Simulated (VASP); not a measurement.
A run of VASP 6.6.1 is set up as follows.

File INCAR:

```
SYSTEM = Sr4O3
ALGO     = Normal         ! electronic algorithm
EDIFF    = 1E-7           ! SCF threshold, eV
ENCUT    = 520            ! plane-wave cutoff, eV
GGA      = PE             ! functional
ISIF     = 2              ! what is computed and relaxed
ISMEAR   = 0              ! smearing method
LASPH    = .TRUE.         ! aspherical terms in the spheres
LCHARG   = .FALSE.        ! write CHGCAR
LREAL    = .FALSE.        ! projectors in reciprocal space
LWAVE    = .FALSE.        ! write WAVECAR
NBANDS   = 38             ! bands
NELM     = 80             ! most SCF steps
PREC     = Accurate       ! precision mode
SIGMA    = 0.02           ! smearing width, eV
```

Contents of KPOINTS:

```
k-points
0
G
  6 6 6
  0 0 0
```

Contents of POSCAR:

```
Sr4O3
1.0
    5.7207819770      0.0000000000      0.0000000000
    0.0000000000      5.7207819770      0.0000000000
    0.0000000000      0.0000000000      5.7207819770
Sr O
4 3
Direct
    0.7631522987      0.7631522987      0.7631522987
    0.2368477013      0.2368477013      0.7631522987
    0.2368477013      0.7631522987      0.2368477013
    0.7631522987      0.2368477013      0.2368477013
    0.0000000000      0.0000000000      0.5000000000
    0.5000000000      0.0000000000      0.0000000000
    0.0000000000      0.5000000000      0.0000000000
```

Potentials or basis: VASP PAW PBE potentials, release 64 (Sr_sv, O).

The run is started by

```bash
$ cat potpaw_PBE.64/Sr_sv/POTCAR potpaw_PBE.64/O/POTCAR > POTCAR
$ mpirun -np 1 vasp_std > vasp.out
```

(1) Estimate the band gap on the k mesh.

(2) Predict the largest force.

Results:

(1) 0.43 eV, indirect (least direct gap 0.73 eV).

(2) 0.042 eV/Å.
